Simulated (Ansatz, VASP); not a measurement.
**Ca: VASP beside Ansatz**

Contents of POSCAR:

```
Ca
1.0
   -2.3123074586      2.3123074586      2.3123074586
    2.3123074586     -2.3123074586      2.3123074586
    2.3123074586      2.3123074586     -2.3123074586
Ca
1
Direct
    0.0000000000      0.0000000000      0.0000000000
```

File INCAR.step1:

```
SYSTEM = Ca
ALGO     = Normal         ! electronic algorithm
EDIFF    = 1E-4           ! SCF threshold, eV
ENCUT    = 520            ! plane-wave cutoff, eV
GGA      = PE             ! functional
ISMEAR   = 1              ! smearing method
LASPH    = .TRUE.         ! aspherical terms in the spheres
LCHARG   = .FALSE.        ! write CHGCAR
LREAL    = .FALSE.        ! projectors in reciprocal space
LWAVE    = .TRUE.         ! write WAVECAR
NBANDS   = 11             ! bands
NELM     = 60             ! most SCF steps
PREC     = Accurate       ! precision mode
SIGMA    = 0.15           ! smearing width, eV
```

The input INCAR.step2:

```
SYSTEM = Ca
ALGO     = Normal         ! electronic algorithm
EDIFF    = 1E-7           ! SCF threshold, eV
ENCUT    = 520            ! plane-wave cutoff, eV
ISIF     = 2              ! what is computed and relaxed
ISMEAR   = 1              ! smearing method
ISTART   = 1            
LASPH    = .TRUE.         ! aspherical terms in the spheres
LCHARG   = .FALSE.        ! write CHGCAR
LMIXTAU  = .TRUE.       
LREAL    = .FALSE.        ! projectors in reciprocal space
LWAVE    = .FALSE.        ! write WAVECAR
METAGGA  = R2SCAN         ! meta-GGA
NBANDS   = 11             ! bands
NELM     = 60             ! most SCF steps
PREC     = Accurate       ! precision mode
SIGMA    = 0.15           ! smearing width, eV
```

File KPOINTS:

```
k-points
0
G
  7 7 7
  0 0 0
```

Input for Ansatz:

```yaml
crystal:
  lattice:
    - [-2.312307458622263, 2.312307458622263, 2.312307458622263]
    - [2.312307458622263, -2.312307458622263, 2.312307458622263]
    - [2.312307458622263, 2.312307458622263, -2.312307458622263]
  atoms:
    - { symbol: Ca, position: [0.0, 0.0, 0.0] }
basis:
  ecutwfc: 571.4391111657479
kpoints:
  mp_grid:
    grid: [7, 7, 7]
hamiltonian:
  xc: r2scan
scf:
  occupations:
    method: cold
    width: 0.15
output:
  stress: true
```

Alike in both runs: task single point; functional r2SCAN; k mesh 7 × 7 × 7; no spin polarisation.

```csv
,VASP,Ansatz
version,VASP 6.6.1,Ansatz 0.2.0
potentials or method,"VASP PAW PBE potentials, release 64 (Ca_sv), cutoff 520 eV","plane waves, PAW"
occupations,"methfessel-paxton of order 1, width 0.15 eV","cold, width 0.15 eV"
valence electrons in the cell,10,10
```

|  | VASP | Ansatz | Ansatz less VASP |
| --- | --- | --- | --- |
| pressure (GPa) | -1.8 | -1.9 | -0.03 |

VASP's potentials were made for PBE, not for r2SCAN.
